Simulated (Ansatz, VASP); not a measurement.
**Two plane-wave programs on SnO2**

INCAR

```
ALGO = Normal
EDIFF = 1E-7
ENCUT = 520
GGA = PE
ISIF = 2
ISMEAR = 0
IVDW = 12
LASPH = True
LCHARG = True
LELF = True
LREAL = False
LVHAR = True
LWAVE = False
NBANDS = 35
NELM = 60
PREC = Accurate
SIGMA = 0.05
```

KPOINTS

```
k-points
0
Gamma
  12 12 4
```

File POSCAR:

```
SnO2
1.0
    3.1838236891      0.0000000000      0.0000000000
   -1.5919118445      2.7572721960      0.0000000000
    0.0000000000      0.0000000000     10.5113939096
Sn O
2 4
Direct
    0.0000000000      0.0000000000      0.5000000000
    0.0000000000      0.0000000000      0.0000000000
    0.6666666667      0.3333333333      0.3824347919
    0.6666666667      0.3333333333      0.1175652081
    0.3333333333      0.6666666667      0.6175652081
    0.3333333333      0.6666666667      0.8824347919
```

Input for Ansatz:

```yaml
crystal:
  lattice:
    - [3.1838236891, 0.0, 0.0]
    - [-1.5919118445, 2.757272196, 0.0]
    - [0.0, 0.0, 10.5113939096]
  atoms:
    - { symbol: Sn, position: [0.0, 0.0, 0.5] }
    - { symbol: Sn, position: [0.0, 0.0, 0.0] }
    - { symbol: O, position: [0.6666666667, 0.3333333333, 0.3824347919] }
    - { symbol: O, position: [0.6666666667, 0.3333333333, 0.1175652081] }
    - { symbol: O, position: [0.3333333333, 0.6666666667, 0.6175652081] }
    - { symbol: O, position: [0.3333333333, 0.6666666667, 0.8824347919] }
basis:
  ecutwfc: 520.0
kpoints:
  mp_grid: { grid: [12, 12, 4] }
hamiltonian:
  xc: pbe
  dispersion: d3bj
scf:
  occupations: { method: gaussian, width: 0.05 }
output:
  forces: true
  stress: true
  eigenvalues: true
```

Alike in both runs: task single point; functional PBE; dispersion D3(BJ); k mesh 12 × 12 × 4; occupations gaussian, width 0.05 eV; no spin polarisation.

|  | VASP | Ansatz |
| --- | --- | --- |
| version | VASP 6.6.1 | Ansatz 0.2.0 |
| potentials or method | VASP PAW PBE potentials, release 64 (Sn_d, O), cutoff 520 eV | scalar-relativistic, plane waves, PAW |
| valence electrons in the cell | 52 | 52 |

|  | VASP | Ansatz | Ansatz less VASP |
| --- | --- | --- | --- |
| gap on the k mesh at the Fermi level (eV) | 1.62 | 1.65 | +0.030 |
| least direct gap on the mesh (eV) | 1.77 | 1.80 | +0.030 |
| pressure (GPa) | -10.9 | -11.3 | -0.44 |
| traceless stress, the component that is largest in VASP (GPa) | -8.95 | -8.83 | +0.116 |
| rms of the force components (eV/Å) | 1.189 | 1.217 | +0.0278 |

Atom by atom the forces differ by 0.028 eV/Å (rms over components).
